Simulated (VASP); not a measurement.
# Al (Fm-3m) in VASP: a series of runs

Al is run at these levels: r2SCAN; tasks: single point, relaxation of cell and atoms.

Everything below comes from runs of VASP 6.6.1. Logs are shortened: lines on timing, memory, paths and dates and some standing lists are left out, and cuts for length are marked.

## Step 1: The cell of the first run

Symmetry: Fm-3m, No. 225, cubic system. Conventional cell: a = 3.993 Å, b = 3.993 Å, c = 3.993 Å, α = 90.00°, β = 90.00°, γ = 90.00°. Within 3.7 Å of Al (site symmetry m-3m) lie 12 Al at 2.82 Å.

## Step 2: Single point, r2SCAN

The input, POSCAR:

```
Al
1.0
    0.0000000000      1.9964435035      1.9964435035
    1.9964435035      0.0000000000      1.9964435035
    1.9964435035      1.9964435035      0.0000000000
Al
1
Direct
    0.0000000000      0.0000000000      0.0000000000
```

The input, INCAR.step1:

```
PREC     = Accurate       # precision mode
ENCUT    = 520            # plane-wave cutoff, eV
ISMEAR   = -1             # smearing method
SIGMA    = 0.08           # smearing width, eV
LREAL    = F              # projectors in reciprocal space
LASPH    = T              # aspherical terms in the spheres
NELM     = 100            # most SCF steps
NBANDS   = 8              # bands
GGA      = PE             # functional
ALGO     = Normal         # electronic algorithm
EDIFF    = 1E-4           # SCF threshold, eV
LWAVE    = T              # write WAVECAR
LCHARG   = F              # write CHGCAR
```

The input, INCAR.step2:

```
PREC     = Accurate       # precision mode
ENCUT    = 520            # plane-wave cutoff, eV
EDIFF    = 1E-6           # SCF threshold, eV
ISMEAR   = -1             # smearing method
SIGMA    = 0.08           # smearing width, eV
LREAL    = F              # projectors in reciprocal space
LASPH    = T              # aspherical terms in the spheres
NELM     = 100            # most SCF steps
ALGO     = Normal         # electronic algorithm
ISIF     = 2              # what is computed and relaxed
LWAVE    = F              # write WAVECAR
LCHARG   = T              # write CHGCAR
METAGGA  = R2SCAN         # meta-GGA
LMIXTAU  = T            
LELF     = T              # ELF
LVHAR    = T            
NBANDS   = 8              # bands
ISTART   = 1
```

The input, KPOINTS:

```
regular mesh
0
Gamma
  18 18 18
```

Potentials or basis: VASP PAW PBE potentials, release 64 (Al).

The run is started by

```sh
$ cat potpaw_PBE.64/Al/POTCAR > POTCAR
$ cp INCAR.step1 INCAR
$ mpirun -np 1 vasp_std > vasp.out
$ cp INCAR.step2 INCAR
$ mpirun -np 1 vasp_std > vasp.out
```

OUTCAR:

```text
PREC = Accurate
   ENCUT = 520
   EDIFF = 1E-6
   ISMEAR = -1
   LREAL = F
   LASPH = T
   NELM = 100
   ISIF = 2
   METAGGA = R2SCAN
   ISTART = 1

 ion  position               nearest neighbor table
   1  0.000  0.000  0.000-

  LATTYP: Found a face centered cubic cell.
 ALAT       =     3.9928870070

  Lattice vectors:

 A1 = (   0.0000000000,   1.9964435035,   1.9964435035)
 A2 = (   1.9964435035,   0.0000000000,   1.9964435035)
 A3 = (   1.9964435035,   1.9964435035,   0.0000000000)

Analysis of symmetry for initial positions (statically):
=====================================================================
 Subroutine PRICEL returns:
 Original cell was already a primitive cell.

 Routine SETGRP: Setting up the symmetry group for a
 face centered cubic supercell.

 Subroutine GETGRP returns: Found 48 space group operations
 (whereof 48 operations were pure point group operations)
 out of a pool of 48 trial point group operations.

The static configuration has the point symmetry O_h .

Analysis of symmetry for dynamics (positions and initial velocities):
=====================================================================
 Subroutine PRICEL returns:
 Original cell was already a primitive cell.

 Routine SETGRP: Setting up the symmetry group for a
 face centered cubic supercell.

 Subroutine GETGRP returns: Found 48 space group operations
 (whereof 48 operations were pure point group operations)
 out of a pool of 48 trial point group operations.

The dynamic configuration has the point symmetry O_h .

 Subroutine INISYM returns: Found 48 space group operations
 (whereof 48 operations are pure point group operations),
 and found     1 'primitive' translations

----------------------------------------------------------------------------------------

                                     Primitive cell

  volume of cell :      15.9148

  direct lattice vectors                    reciprocal lattice vectors
     0.000000000  1.996443504  1.996443504    -0.250445354  0.250445354  0.250445354
     1.996443504  0.000000000  1.996443504     0.250445354 -0.250445354  0.250445354
     1.996443504  1.996443504  0.000000000     0.250445354  0.250445354 -0.250445354

  length of vectors
     2.823397479  2.823397479  2.823397479     0.433784078  0.433784078  0.433784078

  position of ions in fractional coordinates (direct lattice)
     0.000000000  0.000000000  0.000000000

  ion indices of the primitive-cell ions
   primitive index   ion index
                 1           1

----------------------------------------------------------------------------------------

 KPOINTS: regular mesh

Automatic generation of k-mesh.
 Grid dimensions read from file:
 generate k-points for:   18   18   18

 Generating k-lattice:

  Cartesian coordinates                     Fractional coordinates (reciprocal lattice)
    -0.013913631  0.013913631  0.013913631     0.055555556  0.000000000  0.000000000
     0.013913631 -0.013913631  0.013913631     0.000000000  0.055555556  0.000000000
     0.013913631  0.013913631 -0.013913631     0.000000000  0.000000000  0.055555556

  Length of vectors
     0.024099115  0.024099115  0.024099115

  Shift w.r.t. Gamma in fractional coordinates (k-lattice)
     0.000000000  0.000000000  0.000000000

 Subroutine IBZKPT returns following result:
 ===========================================

 Found    195 irreducible k-points:

 Following reciprocal coordinates:
            Coordinates               Weight
  0.000000  0.000000  0.000000      1.000000
  0.055556  0.000000  0.000000      8.000000
  0.111111  0.000000  0.000000      8.000000
  0.166667  0.000000  0.000000      8.000000
  0.222222  0.000000  0.000000      8.000000
  0.277778  0.000000  0.000000      8.000000
[... 16 lines left out ...]
 -0.277778  0.055556  0.000000     24.000000
 -0.222222  0.055556  0.000000     24.000000
 [... further k-points ...]
   k-points           NKPTS =    195   k-points in BZ     NKDIM =    195   number of bands    NBANDS=      8
   number of dos      NEDOS =    301   number of ions     NIONS =      1
   total plane-waves  NPLWV =  13824
   dimension x,y,z NGX =    24 NGY =   24 NGZ =   24
   dimension x,y,z NGXF=    48 NGYF=   48 NGZF=   48
   ions per type =               1
   NGX,Y,Z   is equivalent  to a cutoff of  14.13, 14.13, 14.13 a.u.
   NGXF,Y,Z  is equivalent  to a cutoff of  28.26, 28.26, 28.26 a.u.
 SYSTEM =  unknown system
   PREC   = accura    normal or accurate (medium, high low for compatibility)
   ISTART =      1    job   : 0-new  1-cont  2-samecut
   ICHARG =      0    charge: 1-file 2-atom 10-const
   ISPIN  =      1    spin polarized calculation?
   LNONCOLLINEAR =      F non collinear calculations
   LSORBIT =      F    spin-orbit coupling
   LASPH  =      T    aspherical Exc in radial PAW
   ENCUT  =  520.0 eV  38.22 Ry    6.18 a.u.   5.25  5.25  5.25*2*pi/ulx,y,z
   NELM   =    100;   NELMIN=  2; NELMDL=  0     # of ELM steps
   EDIFF  = 0.1E-05   stopping-criterion for ELM
   LREAL  =      F    real-space projection
   EDIFFG = 0.1E-04   stopping-criterion for IOM
   NSW    =      0    number of steps for IOM
   IBRION =     -1    ionic relax: 0-MD 1-quasi-New 2-CG
   NFREE  =      0    steps in history (QN), initial steepest desc. (CG)
   ISIF   =      2    stress and relaxation
   ISYM   =      2    0-nonsym 1-usesym 2-fastsym
   POTIM  = 0.5000    time-step for ionic-motion
   TEBEG  =    0.0;   TEEND  =   0.0 temperature during run
   PSTRESS=    0.0 pullay stress
   NELECT =       3.0000    total number of electrons
   NUPDOWN=      -1.0000    fix difference up-down
   EMIN   =  10.00;   EMAX   =-10.00  energy-range for DOS
   EFERMI =   0.00;   METHOD = LEGACY
   ISMEAR =    -1;   SIGMA  =   0.08  broadening in eV -4-tet -1-fermi 0-gaus
   EFERMI_NEDOS =   21; number of points for ismear=-14 and -15
   IALGO  =     38    algorithm
   IMIX   =      4    mixing-type and parameters
     AMIX     =   0.40;   BMIX     =  1.00
     AMIX_MAG =   1.60;   BMIX_MAG =  1.00
  volume/ion in A,a.u.               =      15.91       107.40
  Fermi-wavevector in a.u.,A,eV,Ry     =   0.938674  1.773837 11.988220  0.881109
  Thomas-Fermi vector in A             =   2.065910
   LORBIT       =      0    0 simple, 1 ext, 2 COOP (PROOUT), +10 PAW based schemes
   METAGGA = R2SCAN    functional components
   LHFCALC =     F    Hartree Fock is set to
   AEXX    =    0.0000 exact exchange contribution
   IVDW    =     0    specifies the selected vdW correction
   LEPSILON=     F    determine dielectric tensor
   LRPA    =     F    only Hartree local field effects (RPA)
 non-spin polarized calculation
  energy-cutoff  :      520.00
  volume of cell :       15.91
 maximum number of plane-waves:       444
 NGX is ok and might be reduce to    24
   NGX = 11   NGY = 11   NGZ = 11

 number of electron       3.0000000 magnetization

 Free energy of the ion-electron system (eV)
  ---------------------------------------------------
  ext. energy  EPLUGINS =         0.00000000
  ---------------------------------------------------
  free energy    TOTEN  =        -6.74047463 eV

  energy without entropy =       -6.73178430  energy(sigma->0) =       -6.73612946

 E-fermi :   8.4012     XC(G=0): -11.0410

 val. band max:        8.3859827668   @ k =  -0.3333   0.4444   0.1111
 cond. band min:       8.4359038624   @ k =  -0.3333   0.3889   0.0556
 fundamental gap:      0.0499210956
 Fermi energy:         8.4011718541

 k-point     1 :       0.0000    0.0000    0.0000
  band No.  band energies     occupation
      1      -3.6985      2.00000
      2      21.9261      0.00000
      3      21.9261      0.00000
      4      21.9261      0.00000
      5      24.1232      0.00000
      6      24.1232      0.00000
      7      24.1232      0.00000
      8      26.0238      0.00000

 k-point     2 :       0.0556    0.0000    0.0000
  band No.  band energies     occupation
      1      -3.6072      2.00000
      2      20.3950      0.00000
      3      21.6695      0.00000
      4      21.6695      0.00000
      5      24.5259      0.00000
      6      24.5259      0.00000
      7      24.5779      0.00000
      8      27.0337      0.00000

 k-point     3 :       0.1111    0.0000    0.0000
  band No.  band energies     occupation
      1      -3.3337      2.00000
      2      18.0137      0.00000
      3      21.1901      0.00000
      4      21.1901      0.00000
      5      24.5522      0.00000
      6      25.4223      0.00000
      7      25.4223      0.00000
      8      27.7540      0.00000

 k-point     4 :       0.1667    0.0000    0.0000
  band No.  band energies     occupation
      1      -2.8790      2.00000
      2      15.5980      0.00000
      3      20.7452      0.00000
      4      20.7452      0.00000
      5      24.3389      0.00000
      6      26.0533      0.00000
      7      26.0533      0.00000
      8      27.0442      0.00000

 k-point     5 :       0.2222    0.0000    0.0000
  band No.  band energies     occupation
      1      -2.2449      2.00000
      2      13.2601      0.00000
      3      20.4102      0.00000
      4      20.4102      0.00000
      5      24.1309      0.00000
      6      25.0589      0.00000
      7      25.0589      0.00000
      8      28.1955      0.00000
[... 177 lines left out ...]
 k-point    22 :      -0.3333    0.0556    0.0000
  band No.  band energies     occupation
      1      -0.0040      2.00000
      2       8.3506      1.30567
      3      18.3388      0.00000
      4      21.3403      0.00000
      5      21.6484      0.00000
      6      23.0920      0.00000
      7      24.7579      0.00000
      8      27.8787      0.00000

 k-point    23 :      -0.2778    0.0556    0.0000
  band No.  band energies     occupation
      1      -1.0450      2.00000
      2      10.3911      0.00000
      3      18.3607      0.00000
      4      21.4700      0.00000
      5      22.4648      0.00000
      6      24.0100      0.00000
      7      24.7295      0.00000
      8      28.7365      0.00000

 k-point    24 :      -0.2222    0.0556    0.0000
  band No.  band energies     occupation
      1      -1.9139      2.00000
      2      12.5644      0.00000
      3      18.5364      0.00000
      4      21.6108      0.00000
      5      23.5435      0.00000
      6      24.6769      0.00000
      7      25.1996      0.00000
      8      27.5444      0.00000

 [... further k-points ...]
[... 5 lines left out ...]
  --------------------------------------------------------------------------------------
  -------------------------------------------------------------------------------------
  Total       -0.0318883     -0.0318883     -0.0318883      0.0000000      0.0000000     -0.0000000
  in kB       -3.2102629     -3.2102629     -3.2102629      0.0000000      0.0000000     -0.0000000
  external PRESSURE =      -3.2102629 kB  Pullay stress =       0.0000000 kB

 VOLUME and BASIS-vectors are now :
 -----------------------------------------------------------------------------
  energy-cutoff  :      520.00
  volume of cell :       15.91
      direct lattice vectors                 reciprocal lattice vectors
     0.000000000  1.996443504  1.996443504    -0.250445354  0.250445354  0.250445354
     1.996443504  0.000000000  1.996443504     0.250445354 -0.250445354  0.250445354
     1.996443504  1.996443504  0.000000000     0.250445354  0.250445354 -0.250445354

 POSITION                                       TOTAL-FORCE (eV/Angst)
 -----------------------------------------------------------------------------------
      0.00000      0.00000      0.00000         0.000000     -0.000000     -0.000000
 -----------------------------------------------------------------------------------
    total drift:                                0.000000     -0.000000     -0.000000

  FREE ENERGIE OF THE ION-ELECTRON SYSTEM (eV)
  ---------------------------------------------------
  free  energy   TOTEN  =        -6.7404746334 eV

  energy  without entropy=       -6.7317842966  energy(sigma->0) =       -6.73612946
```

Run time: 41 s. Hardware: 1 thread of Intel Xeon 6975P-C, shared host; peak memory 0.15 GiB.

Results:

| Item | Value |
| --- | --- |
| Free energy | -6.7405 eV |
| Pressure | -0.3 GPa |

Caveat: the PAW data sets were made with another functional, which shifts forces and pressure a little.

## Step 3: Relaxation of cell and atoms, r2SCAN

This run uses another cell than the first one, of 16.61 Å³/atom, 1.044 times its volume.

The input, POSCAR:

```
Al
1.0
    0.0000000000      2.0251003354      2.0251003354
    2.0251003354      0.0000000000      2.0251003354
    2.0251003354      2.0251003354      0.0000000000
Al
1
Direct
    0.0000000000      0.0000000000      0.0000000000
```

The input, INCAR.step1:

```
  PREC = Accurate
  ENCUT = 600
  ISMEAR = -1
  SIGMA = 0.08
  LREAL = F
  LASPH = T
  NELM = 100
  GGA = PE
  ALGO = Normal
  EDIFF = 1E-4
  LWAVE = T
  LCHARG = F
```

The input, INCAR.step2:

```
  PREC = Accurate
  ENCUT = 600
  EDIFF = 1E-7
  ISMEAR = -1
  SIGMA = 0.08
  LREAL = F
  LASPH = T
  NELM = 100
  ALGO = Normal
  ISIF = 3
  LWAVE = F
  LCHARG = F
  METAGGA = R2SCAN
  LMIXTAU = T
  IBRION = 2
  NSW = 60
  EDIFFG = -0.005
  ISTART = 1
```

The input, KPOINTS:

```
Automatic mesh
0
Gamma
  18 18 18
```

Potentials or basis: VASP PAW PBE potentials, release 64 (Al).

The run is started by

```sh
$ cat potpaw_PBE.64/Al/POTCAR > POTCAR
$ cp INCAR.step1 INCAR
$ mpirun -np 1 vasp_std > vasp.out
$ cp INCAR.step2 INCAR
$ mpirun -np 1 vasp_std > vasp.out
```

Wall time 2 min (1 thread of Intel Xeon 6975P-C, shared host); peak memory 0.16 GiB.

The run converged. Its results:

```yaml
Free_energy: -6.7405 eV
Relaxed_volume: 15.85 Å³/atom
Relaxed_cell: a = 2.820 Å, b = 2.820 Å, c = 2.820 Å, α = 60.00°, β = 60.00°, γ = 60.00°
Space_group_after_relaxing_to_0.05_Å: Fm-3m (No. 225)
Energy_gained_by_relaxing: 9.6 meV/atom
Ionic_steps: 3
Pressure_after_relaxing: 0.0 GPa
```

Step by step:
| step | energy change (eV) | largest force (eV/Å) | pressure (GPa) | volume (Å³) |
| --- | --- | --- | --- | --- |
| 1 | 0.0000 | 0.0000 | -3.86 | 16.61 |
| 2 | -0.0090 | 0.0000 | 1.16 | 15.67 |
| 3 | -0.0096 | 0.0000 | 0.04 | 15.85 |

Final structure:
```xyz
1
Lattice="0.0000 1.9938 1.9938 1.9938 0.0000 1.9938 1.9938 1.9938 0.0000" Properties=species:S:1:pos:R:3 pbc="T T T"
Al    0.0000    0.0000    0.0000
```

Levels at points of the mesh, in eV from the Fermi level:
```
           k point  band 1  band 2  band 3  band 4  band 5
(0.00, 0.00, 0.00)  -12.13   13.55   13.55   13.55   15.78
(0.50, 0.00, 0.00)   -5.17   -4.59   12.27   12.27   12.77
(0.50, 0.50, 0.00)   -3.26   -1.67    5.47    6.20    6.20
```

Caveat: the PAW data sets were made with another functional, which shifts forces and pressure a little.
